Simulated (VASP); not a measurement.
Write the native input for VASP 6.6.1 that does the following.

| Property | Result |
| --- | --- |
| Task | single point |
| Functional | PBEsol |
| Potentials or basis | VASP PAW PBE potentials, release 64 (Pt) |
| Cutoff | 520 eV |
| k mesh | 30 × 30 × 30 |
| Occupations | gaussian, width 0.15 eV |
| Spin | no spin polarisation |
| Dipole correction | no |
| Further INCAR settings | ALGO = Fast; EDIFF = 1e-06; NBANDS = 11 |

The structure of Pt lies in POSCAR:

```
Pt
1.0
   -1.8014317197      1.8014317197      1.1709306178
    1.8014317197     -1.8014317197      1.1709306178
    1.8014317197      1.8014317197     -1.1709306178
Pt
1
Direct
    0.0000000000      0.0000000000      0.0000000000
```

This cell differs from its parent crystal: ratio of the length along z to the lengths across it x 0.65, volume and fractional coordinates fixed.

One way to write it, as run:

INCAR

```
PREC = Accurate ; ENCUT = 520
EDIFF = 1E-6 ; ISMEAR = 0
SIGMA = 0.15 ; LREAL = F
LASPH = T ; NELM = 60
ALGO = Fast ; ISIF = 2
LWAVE = F ; LCHARG = T
GGA = PS ; LELF = T
LVHAR = T ; NBANDS = 11
```

KPOINTS

```
Automatic mesh
0
Gamma
  30 30 30
```

Potentials or basis: VASP PAW PBE potentials, release 64 (Pt).

Run with:

```sh
$ cat potpaw_PBE.64/Pt/POTCAR > POTCAR
$ mpirun -np 1 vasp_std > vasp.out
```

It gave:

```yaml
Pressure: 28.0 GPa
Band_gap_on_the_k_mesh: zero (bands 5 and 6 overlap by 2.39 eV)
```

Caveat: the stress differs along the axes, from -10 to 104 GPa; the PAW data sets were made with another functional, which shifts forces and pressure a little; spin-orbit coupling is left out, which moves the levels of the heavy elements.

It took 2.2 min on 1 thread of Intel(R) Xeon(R) 6975P-C (Granite Rapids), on a shared host, peak memory 0.44 GiB.
